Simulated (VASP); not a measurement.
SnSe, 2 atoms in the cell. It takes space group Cm (No. 8, monoclinic). The conventional cell has a = 7.373 Å, b = 4.257 Å, c = 4.257 Å, α = 90.00°, β = 125.26°, γ = 90.00°. Sn (site symmetry m) has 6 Se at 2.91 to 3.11 Å within 3.8 Å. Se (site symmetry m) has 6 Sn at 2.91 to 3.11 Å within 3.8 Å.  This cell differs from its parent crystal: atom 1 (Sn) moved by (-0.100, -0.100) A along [1 1 0] and z.

```yaml
Program: VASP 6.6.1
Task: single point
Functional: PBEsol
Potentials_or_basis: VASP PAW PBE potentials, release 64 (Sn_d, Se)
Cutoff: 520 eV
k_mesh: 8 × 8 × 8
Occupations: gaussian, width 0.05 eV
Spin: no spin polarisation
Dipole_correction: no
Further_INCAR_settings: ALGO = Normal; EDIFF = 1e-06; NBANDS = 17
```

Potentials or basis: VASP PAW PBE potentials, release 64 (Sn_d, Se).

Command:

```sh
$ cat potpaw_PBE.64/Sn_d/POTCAR potpaw_PBE.64/Se/POTCAR > POTCAR
$ mpirun -np 1 vasp_std > vasp.out
```

Hardware: 1 thread of Intel(R) Xeon(R) Platinum 8375C CPU @ 2.90GHz (Ice Lake), with other jobs on the host.

Problem. How long does it take, and how much memory?

Solution. Run time: 73 s on 1 thread of Intel(R) Xeon(R) Platinum 8375C CPU @ 2.90GHz (Ice Lake), on a shared host, peak memory 0.27 GiB. Counts: scf iterations 12, k points 150.
